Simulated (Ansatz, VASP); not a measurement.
Two plane-wave programs on I

```xyz
1
Lattice="-1.5896 1.5896 1.5896 1.5896 -1.5896 1.5896 1.5896 1.5896 -1.5896" Properties=species:S:1:pos:R:3 pbc="T T T"
I     0.0000    0.0000    0.0000
```

Alike in both runs: task relaxation of cell and atoms; functional PBE; k mesh 14 × 14 × 14; occupations fermi-dirac, width 0.03 eV; no spin polarisation.

|  | VASP | Ansatz |
| --- | --- | --- |
| version | VASP 6.6.1 | Ansatz 0.2.0 |
| potentials or method | VASP PAW PBE potentials, release 64 (I) | PAW with Ansatz's default frozen-core files, scalar-relativistic |
| plane-wave cutoff (eV) | 600 | 420 |
| valence electrons in the cell | 7 | 17 |

```csv
,VASP,Ansatz,Ansatz less VASP
relaxed volume (Å³/atom),35.82,35.86,+0.040
relaxed cell length with the largest relative difference (Å),3.597,3.598,+0.0013
```

VASP's potentials hold 7 valence electrons a cell and Ansatz's 17, so a difference there can come from the potentials and not from the codes.

Neither program's run includes spin-orbit coupling. Noted on VASP's run: the volume moved by over 15 % at a fixed basis, so the end points are rough.
